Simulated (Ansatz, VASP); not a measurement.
**Nb: VASP beside Ansatz**

The input INCAR:

```
PREC = Accurate ; ENCUT = 520
EDIFF = 1E-6 ; ISMEAR = 0
SIGMA = 0.15 ; LREAL = F
LASPH = T ; NELM = 80
ALGO = Fast ; ISIF = 2
LWAVE = F ; LCHARG = F
GGA = PS ; NBANDS = 12
```

File KPOINTS:

```
Automatic mesh
0
Gamma
  20 20 20
```

File POSCAR:

```
Nb
1.0
    0.0000000000      2.0304000000      1.9458000000
    2.0304000000      0.0000000000      1.9458000000
    2.0304000000      2.0304000000      0.0000000000
Nb
1
Direct
    0.0000000000      0.0000000000      0.0000000000
```

Input for Ansatz:

```yaml
crystal:
  lattice:
    - [0.0, 2.0304, 1.9458]
    - [2.0304, 0.0, 1.9458]
    - [2.0304, 2.0304, 0.0]
  atoms:
    - { symbol: Nb, position: [0.0, 0.0, 0.0] }
basis:
  ecutwfc: 420
kpoints:
  mp_grid: { grid: [20, 20, 20] }
hamiltonian:
  xc: pbesol
scf:
  occupations: { method: gaussian, width: 0.15 }
output:
  forces: true
  stress: true
  eigenvalues: true
```

Change from the starting cell: strain -0.040 along x and y, -0.080 along z, atoms carried along.

Alike in both runs: task single point; functional PBEsol; k mesh 20 × 20 × 20; occupations gaussian, width 0.15 eV; no spin polarisation.

```csv
,VASP,Ansatz
version,VASP 6.6.1,Ansatz 0.2.0
potentials or method,"VASP PAW PBE potentials, release 64 (Nb_sv), cutoff 520 eV","scalar-relativistic, plane waves, PAW"
valence electrons in the cell,13,13
```

Ansatz gave:

* gap on the k mesh at the Fermi level (eV): none
* pressure (GPa): 26.2
* traceless stress, the component that is largest in VASP (GPa): -11.36

Task: Estimate VASP's values.

Result: gap on the k mesh at the Fermi level (eV): none; pressure (GPa): 25.9; traceless stress, the component that is largest in VASP (GPa): -11.31.

VASP's potentials were made for PBE, not for PBEsol. A gap of «none» marks a metal or a gap that the smearing closes. With one functional, cell and mesh, what is left measures potentials, basis and numerics.
